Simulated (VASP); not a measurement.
# Mg: single point with PBE+D4

Mg:

```xyz
1
Lattice="-1.8360 1.8360 1.6794 1.8360 -1.8360 1.6794 1.8360 1.8360 -1.6794" Properties=species:S:1:pos:R:3 pbc="T T T"
Mg    0.0000    0.0000    0.0000
```

```
Program             : VASP 6.6.1
Task                : single point
Functional          : PBE
Dispersion          : D4
Potentials or basis : VASP PAW PBE potentials, release 64 (Mg)
Cutoff              : 520 eV
k mesh              : 4 × 4 × 3
Occupations         : gaussian, width 0.1 eV
Spin                : collinear spin, ferromagnetic start
Starting moments    : [5.0] μB
```

```json
{
  "Pressure": "-0.7 GPa",
  "Net moment": "0.12 μB per cell",
  "Valence electrons inside the program's atomic spheres": "Mg 0.35",
  "Dispersion energy per atom": "-0.165 eV"
}
```

Stress tensor (GPa, compression positive):
```
-2.02  1.51  2.15
 1.51 -2.02  2.15
 2.15  2.15  2.09
```

Levels at points of the mesh, in eV from the Fermi level:
Spin up:
```csv
k point,band 1,band 2,band 3,band 4
"(0.00, 0.00, 0.00)",-7.49,11.49,13.31,13.37
"(0.50, 0.00, 0.00)",-1.86,-1.13,7.71,8.53
"(0.00, 0.50, 0.00)",-1.86,-1.13,7.71,8.53
"(0.50, 0.50, 0.00)",-2.25,-1.80,9.36,10.04
```
Spin down:
```
           k point  band 1  band 2  band 3  band 4
(0.00, 0.00, 0.00)   -7.33   11.63   13.46   13.52
(0.50, 0.00, 0.00)   -1.66   -1.01    7.88    8.65
(0.00, 0.50, 0.00)   -1.66   -1.01    7.88    8.65
(0.50, 0.50, 0.00)   -2.07   -1.66    9.47   10.22
```

Wall time 6.3 s on 1 thread of Intel(R) Xeon(R) 6975P-C (Granite Rapids), on a shared host, peak memory 0.14 GiB.

Caveat: the k points lie up to 0.81 Å⁻¹ apart; pairwise dispersion overbinds metals, which lowers pressure and volume.
